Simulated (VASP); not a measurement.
**MgAl15N16 (a cell with a defect): single point with PBE**

System: MgAl15N16 (a cell with a defect).

```
CELL_PARAMETERS angstrom
6.25951 0.00000 0.00000
-3.12976 5.42090 0.00000
0.00000 0.00000 10.03481
ATOMIC_POSITIONS crystal
Al 0.33397 0.16132 0.24601
Al 0.33877 0.16646 0.75096
Al 0.16651 0.33326 0.99904
Al 0.33142 0.66413 0.24800
Al 0.16287 0.83105 0.50149
Al 0.33853 0.67263 0.75048
Al 0.16322 0.83103 0.99865
Al 0.82822 0.16312 0.24797
Al 0.67141 0.33926 0.50134
Al 0.83366 0.16780 0.75085
Al 0.66742 0.33693 0.99862
Al 0.83207 0.66544 0.24890
Al 0.66457 0.83849 0.49886
Al 0.83467 0.67003 0.74984
Al 0.66638 0.83359 0.99990
Mg 0.16377 0.33220 0.49765
N 0.34610 0.15656 0.43529
N 0.16605 0.32748 0.19103
N 0.33198 0.16760 0.94224
N 0.17432 0.33552 0.70481
N 0.33800 0.68711 0.43615
N 0.16518 0.82759 0.18758
N 0.33212 0.66800 0.94171
N 0.16998 0.83421 0.69148
N 0.81308 0.16221 0.43419
N 0.66806 0.33248 0.18732
N 0.83216 0.16932 0.94195
N 0.67215 0.33598 0.69127
N 0.83106 0.67084 0.43994
N 0.66555 0.82828 0.18902
N 0.83125 0.66963 0.93926
N 0.67098 0.83646 0.69000
```

```
Program             : VASP 6.6.1
Task                : single point
Functional          : PBE
Potentials or basis : VASP PAW PBE potentials, release 64 (Al, Mg, N)
Cutoff              : 520 eV
k mesh              : 1 × 1 × 1, shifted
Occupations         : fermi-dirac, width 0.01 eV
Spin                : no spin polarisation
```

| Property | Result |
| --- | --- |
| Largest force | 0.018 eV/Å |

Forces in eV/Å, atoms in the order of the input:
```
Al  -0.007 -0.004 -0.003
Al  -0.002  0.004 -0.006
Al  -0.002  0.001  0.006
Al  -0.004 -0.006 -0.001
Al  -0.001 -0.002  0.003
Al   0.004  0.002  0.001
Al   0.004 -0.003 -0.002
Al  -0.011 -0.005  0.003
Al  -0.006  0.002 -0.001
Al   0.006  0.007 -0.009
Al   0.003 -0.002  0.001
Al  -0.005 -0.002  0.005
Al  -0.001  0.001  0.003
Al   0.001 -0.002  0.001
Al   0.000 -0.001  0.004
Mg  -0.002  0.013 -0.013
N    0.001 -0.003  0.007
N    0.003  0.005 -0.006
N   -0.001 -0.001 -0.004
N    0.000 -0.006  0.008
N    0.004  0.006 -0.002
N    0.003  0.002 -0.001
N   -0.002  0.001 -0.010
N    0.000 -0.005 -0.002
N    0.010 -0.002  0.009
N    0.003  0.000 -0.001
N    0.000  0.001  0.008
N   -0.002  0.000  0.006
N    0.002 -0.005  0.002
N    0.002  0.007 -0.004
N    0.000  0.001 -0.003
N   -0.002 -0.005  0.000
```

Levels at points of the mesh, in eV from the Fermi level:
```tsv
k point	band 59	band 60	band 61	band 62	band 63	band 64	band 65	band 66	band 67	band 68
(0.25, 0.25, 0.25)	-0.48	-0.45	-0.39	-0.19	-0.04	0.04	5.91	6.30	6.51	6.57
```

It took 110 s on 1 thread of Intel(R) Xeon(R) Platinum 8559C (Emerald Rapids), on a shared host, peak memory 0.42 GiB.

Caveat: the cell carries a net charge on a neutralising background, which shifts energy and pressure; the cell is charged against a uniform background, so pressure and absolute levels hang on convention.
